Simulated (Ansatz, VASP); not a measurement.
**As: VASP beside Ansatz**

```
CELL_PARAMETERS angstrom
3.75000 0.00000 0.00000
-1.87500 3.24760 0.00000
0.00000 0.00000 28.57424
ATOMIC_POSITIONS crystal
As 0.33333 0.66667 0.48429
As 0.66667 0.33333 0.51571
```

Alike in both runs: task single point; functional PBE; dispersion D3(BJ); k mesh 9 × 9 × 1; occupations gaussian, width 0.02 eV; no spin polarisation.

|  | VASP | Ansatz |
| --- | --- | --- |
| version | VASP 6.6.1 | Ansatz 0.2.0 |
| potentials or method | VASP PAW PBE potentials, release 64 (As), cutoff 520 eV | scalar-relativistic, plane waves, PAW |
| valence electrons in the cell | 10 | 30 |

VASP gave:

| Item | Value |
| --- | --- |
| gap on the k mesh at the Fermi level (eV) | none |
| rms of the force components (eV/Å) | 1.724 |
| work function, face that differs most (eV) | 4.36 |

Estimate Ansatz's values.

gap on the k mesh at the Fermi level (eV): none; rms of the force components (eV/Å): 1.689; work function, face that differs most (eV): 4.36.

Atom by atom the forces differ by 0.035 eV/Å (rms over components). A gap of «none» marks a metal or a gap that the smearing closes. VASP's potentials hold 10 valence electrons a cell and Ansatz's 30, so a difference there can come from the potentials and not from the codes.
